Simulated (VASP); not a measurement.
A run of VASP 6.6.1 is set up as follows.

Contents of INCAR:

```
SYSTEM = LiBr
ALGO = Normal
EDIFF = 1E-6
ENCUT = 750
GGA = PE
GGA_COMPAT = .FALSE.
ISIF = 2
ISMEAR = -1
LASPH = .TRUE.
LCHARG = .FALSE.
LREAL = .FALSE.
LWAVE = .FALSE.
NBANDS = 12
NELM = 120
PREC = Accurate
SIGMA = 0.08
```

File KPOINTS:

```
k-points
0
G
  12 12 12
  0 0 0
```

POSCAR

```
LiBr
1.0
    0.0000000000      2.7547921725      2.7547921725
    2.7547921725      0.0000000000      2.7547921725
    2.7547921725      2.7547921725      0.0000000000
Li Br
1 1
Direct
    0.0000000000      0.0000000000      0.0000000000
    0.5000000000      0.5000000000      0.5000000000
```

Potentials or basis: VASP PAW PBE potentials, release 64 (Li_sv, Br).

Command:

```sh
$ cat potpaw_PBE.64/Li_sv/POTCAR potpaw_PBE.64/Br/POTCAR > POTCAR
$ mpirun -np 1 vasp_std > vasp.out
```

Q: What does it give for the band gap on the k mesh?

A: 4.92 eV, indirect (least direct gap 4.92 eV).

Q: What does it give for the pressure?

A: 0.0 GPa.

A k mesh can miss the band edges. As with any semilocal functional, this PBE gap is likely too small.
